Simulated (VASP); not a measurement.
# Ca3SiSe (P6/mmm) in VASP: a series of runs, part 3 of 3

VASP 6.6.1. Earlier steps stand in the parts before.

### 4 Relaxation of cell and atoms, PBE

The input, INCAR:

```
ALGO = Normal
EDIFF = 1E-6
EDIFFG = -0.04
ENCUT = 600
GGA = PE
IBRION = 2
ISIF = 3
ISMEAR = 0
LASPH = True
LCHARG = False
LREAL = False
LWAVE = False
NELM = 100
NSW = 90
PREC = Accurate
SIGMA = 0.1
```

The input, KPOINTS:

```
k-points
0
Gamma
  3 3 2
```

The input, POSCAR:

```
Ca3SiSe
1.0
    5.7622545100      0.0000000000      0.0000000000
   -2.8811272600      4.9902587900      0.0000000000
    0.0000000000      0.0000000000      8.0659605200
Ca Si Se
6 2 2
Direct
    0.5000000000      0.0000000000      0.0000000000
    0.0000000000      0.5000000000      0.0000000000
    0.5000000000      0.5000000000      0.0000000000
    0.5000000000      0.0000000000      0.5000000000
    0.0000000000      0.5000000000      0.5000000000
    0.5000000000      0.5000000000      0.5000000000
    0.0000000000      0.0000000000      0.7726420700
    0.0000000000      0.0000000000      0.2273579300
    0.0000000000      0.0000000000      0.5000000000
    0.0000000000      0.0000000000      0.0000000000
```

Potentials or basis: VASP PAW PBE potentials, release 64 (Ca_sv, Si, Se).

The run is started by

```sh
cat potpaw_PBE.64/Ca_sv/POTCAR potpaw_PBE.64/Si/POTCAR potpaw_PBE.64/Se/POTCAR > POTCAR
mpirun -np 1 vasp_std > vasp.out
```

OUTCAR:

```text
EDIFF = 1E-6
   EDIFFG = -0.04
   ENCUT = 600
   GGA = PE
   IBRION = 2
   ISIF = 3
   ISMEAR = 0
   LASPH = True
   LREAL = False
   NELM = 100
   NSW = 90
   PREC = Accurate

 ion  position               nearest neighbor table
   1  0.500  0.000  0.000-   2 2.88   2 2.88  10 2.88  10 2.88   3 2.88   3 2.88
   2  0.000  0.500  0.000-   1 2.88   1 2.88   3 2.88   3 2.88  10 2.88  10 2.88
   3  0.500  0.500  0.000-  10 2.88  10 2.88   2 2.88   2 2.88   1 2.88   1 2.88
   4  0.500  0.000  0.500-   5 2.88   5 2.88   9 2.88   9 2.88   6 2.88   6 2.88
   5  0.000  0.500  0.500-   4 2.88   4 2.88   6 2.88   6 2.88   9 2.88   9 2.88
   6  0.500  0.500  0.500-   9 2.88   9 2.88   5 2.88   5 2.88   4 2.88   4 2.88
   7  0.000  0.000  0.773-  10 1.83   9 2.20
   8  0.000  0.000  0.227-  10 1.83   9 2.20
   9  0.000  0.000  0.500-   7 2.20   8 2.20   6 2.88   6 2.88   4 2.88   4 2.88   5 2.88   5 2.88

  10  0.000  0.000  0.000-   7 1.83   8 1.83   3 2.88   3 2.88   1 2.88   1 2.88   2 2.88   2 2.88

  LATTYP: Found a hexagonal cell.
 ALAT       =     5.7622545100
 C/A-ratio  =     1.3997924781

  Lattice vectors:

 A1 = (   5.7622545100,   0.0000000000,   0.0000000000)
 A2 = (  -2.8811272600,   4.9902587900,   0.0000000000)
 A3 = (   0.0000000000,   0.0000000000,   8.0659605200)

Analysis of symmetry for initial positions (statically):
=====================================================================
 Subroutine PRICEL returns:
 Original cell was already a primitive cell.

 Routine SETGRP: Setting up the symmetry group for a
 hexagonal supercell.

 Subroutine GETGRP returns: Found 24 space group operations
 (whereof 24 operations were pure point group operations)
 out of a pool of 24 trial point group operations.

The static configuration has the point symmetry D_6h.

Analysis of symmetry for dynamics (positions and initial velocities):
=====================================================================
 Subroutine PRICEL returns:
 Original cell was already a primitive cell.

 Routine SETGRP: Setting up the symmetry group for a
 hexagonal supercell.

 Subroutine GETGRP returns: Found 24 space group operations
 (whereof 24 operations were pure point group operations)
 out of a pool of 24 trial point group operations.

The dynamic configuration has the point symmetry D_6h.

 Subroutine INISYM returns: Found 24 space group operations
 (whereof 24 operations are pure point group operations),
 and found     1 'primitive' translations

----------------------------------------------------------------------------------------

                                     Primitive cell

  volume of cell :     231.9378

  direct lattice vectors                    reciprocal lattice vectors
     5.762254510  0.000000000  0.000000000     0.173543185  0.100195205  0.000000000
    -2.881127260  4.990258790  0.000000000     0.000000000  0.200390409  0.000000000
     0.000000000  0.000000000  8.065960520     0.000000000  0.000000000  0.123977795

  length of vectors
     5.762254510  5.762254514  8.065960520     0.200390409  0.200390409  0.123977795

  position of ions in fractional coordinates (direct lattice)
     0.500000000  0.000000000  0.000000000
     1.000000000  0.500000000  0.000000000
     0.500000000  0.500000000  0.000000000
     0.500000000  0.000000000  0.500000000
     1.000000000  0.500000000  0.500000000
     0.500000000  0.500000000  0.500000000
     0.000000000  0.000000000  0.772642070
     0.000000000  0.000000000  0.227357930
     0.000000000  0.000000000  0.500000000
     0.000000000  0.000000000  0.000000000

  ion indices of the primitive-cell ions
   primitive index   ion index
                 1           1
[... 37 lines left out ...]
            Coordinates               Weight
  0.000000  0.000000  0.000000      1.000000
  0.333333 -0.000000  0.000000      6.000000
  0.333333  0.333333  0.000000      2.000000
  0.000000  0.000000  0.500000      1.000000
  0.333333 -0.000000  0.500000      6.000000
  0.333333  0.333333  0.500000      2.000000
   k-points           NKPTS =      6   k-points in BZ     NKDIM =      6   number of bands    NBANDS=     48
   number of dos      NEDOS =    301   number of ions     NIONS =     10
   total plane-waves  NPLWV = 147456
   dimension x,y,z NGX =    48 NGY =   48 NGZ =   64
   dimension x,y,z NGXF=    96 NGYF=   96 NGZF=  128
   ions per type =               6   2   2
   NGX,Y,Z   is equivalent  to a cutoff of  13.85, 13.85, 13.19 a.u.
   NGXF,Y,Z  is equivalent  to a cutoff of  27.70, 27.70, 26.38 a.u.
 SYSTEM =  unknown system
   PREC   = accura    normal or accurate (medium, high low for compatibility)
   ISTART =      0    job   : 0-new  1-cont  2-samecut
   ICHARG =      2    charge: 1-file 2-atom 10-const
   ISPIN  =      1    spin polarized calculation?
   LNONCOLLINEAR =      F non collinear calculations
   LSORBIT =      F    spin-orbit coupling
   LASPH  =      T    aspherical Exc in radial PAW
   ENCUT  =  600.0 eV  44.10 Ry    6.64 a.u.  11.51 11.51 16.11*2*pi/ulx,y,z
   NELM   =    100;   NELMIN=  2; NELMDL= -5     # of ELM steps
   EDIFF  = 0.1E-05   stopping-criterion for ELM
   LREAL  =      F    real-space projection
   EDIFFG = -.4E-01   stopping-criterion for IOM
   NSW    =     90    number of steps for IOM
   IBRION =      2    ionic relax: 0-MD 1-quasi-New 2-CG
   NFREE  =      1    steps in history (QN), initial steepest desc. (CG)
   ISIF   =      3    stress and relaxation
   ISYM   =      2    0-nonsym 1-usesym 2-fastsym
   POTIM  = 0.5000    time-step for ionic-motion
   TEBEG  =    0.0;   TEEND  =   0.0 temperature during run
   PSTRESS=    0.0 pullay stress
   NELECT =      80.0000    total number of electrons
   NUPDOWN=      -1.0000    fix difference up-down
   EMIN   =  10.00;   EMAX   =-10.00  energy-range for DOS
   EFERMI =   0.00;   METHOD = LEGACY
   ISMEAR =     0;   SIGMA  =   0.10  broadening in eV -4-tet -1-fermi 0-gaus
   EFERMI_NEDOS =   21; number of points for ismear=-14 and -15
   IALGO  =     38    algorithm
   IMIX   =      4    mixing-type and parameters
     AMIX     =   0.40;   BMIX     =  1.00
     AMIX_MAG =   1.60;   BMIX_MAG =  1.00
  volume/ion in A,a.u.               =      23.19       156.52
  Fermi-wavevector in a.u.,A,eV,Ry     =   1.148103  2.169601 17.934399  1.318141
  Thomas-Fermi vector in A             =   2.284780
   LORBIT       =      0    0 simple, 1 ext, 2 COOP (PROOUT), +10 PAW based schemes
   GGA     = PE    functional components
   LHFCALC =     F    Hartree Fock is set to
   AEXX    =    0.0000 exact exchange contribution
   IVDW    =     0    specifies the selected vdW correction
   LEPSILON=     F    determine dielectric tensor
   LRPA    =     F    only Hartree local field effects (RPA)
 conjugate gradient relaxation of ions
 non-spin polarized calculation
 Gauss-broadening in eV      SIGMA  =   0.10
  energy-cutoff  :      600.00
  volume of cell :      231.94
 maximum number of plane-waves:      7785
 NGX is ok and might be reduce to    48

--------------------------------------- Ionic step        1  -------------------------------------------

 number of electron      79.9999997 magnetization

 Free energy of the ion-electron system (eV)
  ---------------------------------------------------
  ext. energy  EPLUGINS =         0.00000000
  ---------------------------------------------------
  free energy    TOTEN  =       -17.74883151 eV

  energy without entropy =      -17.72622576  energy(sigma->0) =      -17.73752863

 E-fermi :   5.1437     XC(G=0):  -9.5051

 val. band max:        5.0956478918   @ k =   0.0000   0.0000   0.5000
 cond. band min:       5.1793944418   @ k =   0.0000   0.0000   0.5000
 fundamental gap:      0.0837465499
 Fermi energy:         5.1436900777

 k-point     1 :       0.0000    0.0000    0.0000
  band No.  band energies     occupation
      1     -36.3691      2.00000
      2     -36.2955      2.00000
      3     -36.1102      2.00000
      4     -36.1102      2.00000
      5     -36.0350      2.00000
      6     -36.0350      2.00000
[... 420 lines left out ...]
  FREE ENERGIE OF THE ION-ELECTRON SYSTEM (eV)
  ---------------------------------------------------
  free  energy   TOTEN  =       -25.4470114196 eV

  energy  without entropy=      -25.4165605174  energy(sigma->0) =      -25.43178597

[... ionic steps 4 to 16 ...]

--------------------------------------- Ionic step       17  -------------------------------------------

 number of electron      79.9999992 magnetization

------------------------ aborting loop because EDIFF is reached ----------------------------------------
[... 83 lines left out ...]
--------------------------------------- Ionic step       19  -------------------------------------------

 number of electron      79.9999996 magnetization

 Free energy of the ion-electron system (eV)
  ---------------------------------------------------
  ext. energy  EPLUGINS =         0.00000000
  ---------------------------------------------------
  free energy    TOTEN  =       -27.06543698 eV

  energy without entropy =      -27.01996662  energy(sigma->0) =      -27.04270180

 E-fermi :   2.2992     XC(G=0):  -7.7710

 val. band max:        2.2518929822   @ k =   0.3333   0.3333   0.5000
 cond. band min:       2.3693972074   @ k =   0.3333  -0.0000   0.0000
 fundamental gap:      0.1175042252
 Fermi energy:         2.2991622598

 k-point     1 :       0.0000    0.0000    0.0000
  band No.  band energies     occupation
      1     -39.9529      2.00000
      2     -39.9527      2.00000
      3     -39.9067      2.00000
      4     -39.9067      2.00000
      5     -39.9064      2.00000
      6     -39.9064      2.00000
[... 332 lines left out ...]
  FREE ENERGIE OF THE ION-ELECTRON SYSTEM (eV)
  ---------------------------------------------------
  free  energy   TOTEN  =       -27.0654369795 eV

  energy  without entropy=      -27.0199666220  energy(sigma->0) =      -27.04270180

 reached required accuracy - stopping structural energy minimisation
```

Run time: 18 min. Hardware: 1 thread of Intel Xeon Platinum 8488C (Sapphire Rapids), shared host; peak memory 0.44 GiB.

What came out:

```
Free energy                            : -27.0654 eV
Relaxed volume                         : 37.29 Å³/atom
Relaxed cell                           : a = 6.716 Å, b = 6.716 Å, c = 9.546 Å, α = 90.00°, β = 90.00°, γ = 120.00°
Space group after relaxing (to 0.05 Å) : P6/mmm (No. 191)
Energy gained by relaxing              : 931.7 meV/atom
Ionic steps                            : 19
Pressure after relaxing                : 0.0 GPa
Largest force after relaxing           : 0.007 eV/Å
Band gap on the k mesh                 : zero (band 40 reaches 2.89 eV, above the bottom of band 41 at 2.14 eV)
```

Forces in eV/Å, atoms in the order of the input:
```
Ca   0.000  0.000  0.000
Ca   0.000  0.000  0.000
Ca   0.000  0.000  0.000
Ca   0.000  0.000  0.000
Ca   0.000  0.000  0.000
Ca   0.000  0.000  0.000
Si   0.000  0.000  0.007
Si   0.000  0.000 -0.007
Se   0.000  0.000  0.000
Se   0.000  0.000  0.000
```

The path:
```
step  energy change (eV)  largest force (eV/Å)  pressure (GPa)  volume (Å³)
   1              0.0000               11.9806           26.59       231.94
   2             -7.6948                2.2850            2.79       382.10
   3             -7.6982                2.2820            2.67       385.69
   4             -8.2690                0.3922            0.05       424.71
   5             -8.2776                0.2078           -0.25       431.23
   6             -8.3921                0.4092           -0.42       431.89
   7             -8.4545                0.6945           -0.58       432.29
   8             -8.5679                0.6885           -0.48       420.20
   9             -9.0816                1.0955           -0.51       384.90
  10             -6.3038                7.6259            7.69       318.47
  11             -9.1116                1.3809           -0.06       377.17
  12             -9.0666                0.6044            2.05       347.28
  13             -9.2437                0.9285            0.58       364.95
  14             -9.2522                0.6069            0.92       360.02
  15             -9.2166                0.8966            1.01       359.91
  16             -9.2721                0.0515            0.91       359.98
  17             -9.3133                0.0237            0.21       369.59
  18             -9.3138                0.0206            0.13       370.90
  19             -9.3166                0.0075            0.04       372.88
```

Final structure:
```cif
data_structure
_symmetry_space_group_name_H-M 'P 1'
_symmetry_Int_Tables_number 1
_cell_length_a 6.7159
_cell_length_b 6.7159
_cell_length_c 9.5462
_cell_angle_alpha 90.000
_cell_angle_beta 90.000
_cell_angle_gamma 120.000
_cell_volume 372.88
loop_
_atom_site_label
_atom_site_type_symbol
_atom_site_fract_x
_atom_site_fract_y
_atom_site_fract_z
_atom_site_occupancy
Ca1 Ca 0.50000 0.00000 0.00000 1
Ca2 Ca 0.00000 0.50000 0.00000 1
Ca3 Ca 0.50000 0.50000 0.00000 1
Ca4 Ca 0.50000 0.00000 0.50000 1
Ca5 Ca 0.00000 0.50000 0.50000 1
Ca6 Ca 0.50000 0.50000 0.50000 1
Si1 Si 0.00000 0.00000 0.74994 1
Si2 Si 0.00000 0.00000 0.25006 1
Se1 Se 0.00000 0.00000 0.50000 1
Se2 Se 0.00000 0.00000 0.00000 1
```

Caveat: the k points lie up to 0.36 Å⁻¹ apart in the final cell; the volume moved by over 15 % at a fixed basis, so the end points are rough.

### 5 Relaxation of cell and atoms, PBE

This run uses another cell than the first one: it holds 5 atoms, not 10.

The input, INCAR:

```
ALGO = Normal
EDIFF = 1E-6
EDIFFG = -0.01
ENCUT = 600
GGA = PE
IBRION = 2
ISIF = 3
ISMEAR = 0
LASPH = T
LCHARG = F
LREAL = F
LWAVE = F
NELM = 100
NSW = 100
PREC = Accurate
SIGMA = 0.1
```

The input, KPOINTS:

```
k-points
0
Gamma
  9 9 8
```

The input, POSCAR:

```
Ca3SiSe
1.0
    6.7160226483      0.0000000000      0.0000000000
   -3.3580113241      5.8162462258      0.0000000000
    0.0000000000      0.0000000000      4.7671023346
Ca Si Se
3 1 1
Direct
    0.5000000000      0.0000000000      0.0000000000
    0.0000000000      0.5000000000      0.0000000000
    0.5000000000      0.5000000000      0.0000000000
    0.0000000000      0.0000000000      0.5000000000
    0.0000000000      0.0000000000      0.0000000000
```

The run is started by

```sh
cat potpaw_PBE.64/Ca_sv/POTCAR potpaw_PBE.64/Si/POTCAR potpaw_PBE.64/Se/POTCAR > POTCAR
mpirun -np 1 vasp_std > vasp.out
```

Run time: 44 min. Hardware: 1 thread of AMD EPYC 7R13 (Zen 3), shared host; peak memory 0.56 GiB.

The run converged. Its results:

```
Free energy                            : -13.4833 eV
Relaxed volume                         : 38.65 Å³/atom
Relaxed cell                           : a = 6.784 Å, b = 6.784 Å, c = 4.848 Å, α = 90.00°, β = 90.00°, γ = 120.00°
Space group after relaxing (to 0.05 Å) : P6/mmm (No. 191)
Energy gained by relaxing              : 3.7 meV/atom
Ionic steps                            : 6
Pressure after relaxing                : 0.0 GPa
Band gap on the k mesh                 : zero (band 20 reaches 2.86 eV, above the bottom of band 21 at 1.88 eV)
```

Step by step:
| step | energy change (eV) | largest force (eV/Å) | pressure (GPa) | volume (Å³) |
| --- | --- | --- | --- | --- |
| 1 | 0.0000 | 0.0000 | 0.77 | 186.21 |
| 2 | -0.0170 | 0.0000 | 0.21 | 191.07 |
| 3 | -0.0180 | 0.0000 | 0.04 | 192.66 |
| 4 | -0.0180 | 0.0000 | 0.06 | 192.53 |
| 5 | -0.0185 | 0.0000 | 0.02 | 192.98 |
| 6 | -0.0185 | 0.0000 | 0.01 | 193.25 |

Final structure:
```
CELL_PARAMETERS angstrom
6.78436 0.00000 0.00000
-3.39218 5.87543 0.00000
0.00000 0.00000 4.84802
ATOMIC_POSITIONS crystal
Ca 0.50000 0.00000 0.00000
Ca 0.00000 0.50000 0.00000
Ca 0.50000 0.50000 0.00000
Si 0.00000 0.00000 0.50000
Se 0.00000 0.00000 0.00000
```

Levels at points of the mesh, in eV from the Fermi level:
```csv
k point,band 16,band 17,band 18,band 19,band 20,band 21,band 22,band 23,band 24
"(0.00, 0.00, 0.00)",-4.23,-4.23,-2.59,-0.13,-0.13,0.56,0.81,1.07,1.23
"(0.00, 0.00, 0.50)",-3.75,-1.88,-1.17,-1.17,-0.37,0.16,0.29,0.29,1.17
```

### 6 The runs side by side

```tsv
task	cell	k mesh	cutoff (eV)	gap on the mesh (eV)	pressure (GPa)	relaxed volume (Å³/atom)	largest force (eV/Å)
single point	a = 5.762, b = 5.762, c = 8.066 Å, angles 90.0, 90.0, 120.0°, 10 atoms	3 × 3 × 2	520	none	26.6	-	11.98
single point	a = 6.716, b = 6.716, c = 9.534 Å, angles 90.0, 90.0, 120.0°, 10 atoms	3 × 3 × 2	520	none	0.1	-	-
relaxation of cell and atoms	relaxed from a = 5.762, b = 5.762, c = 8.066 Å, angles 90.0, 90.0, 120.0°, 10 atoms	3 × 3 × 2	600	none	0.0	37.29	0.01
relaxation of cell and atoms	relaxed from a = 6.716, b = 6.716, c = 4.767 Å, angles 90.0, 90.0, 120.0°, 5 atoms	9 × 9 × 8	600	none	0.0	38.65	-
```

Alike in all rows: level PBE; potentials or basis VASP PAW PBE potentials, release 64 (Ca_sv, Si, Se); no spin polarisation; smearing gaussian 0.1 eV.

Caveats: some runs use coarse meshes; forces of over 1 eV/Å act on the atoms, so gaps and moduli don't describe the material at rest (some runs); the volume moved by over 15 % at a fixed basis, so the end points are rough (some runs).

Absolute energies hang on the potentials; compare differences alone.
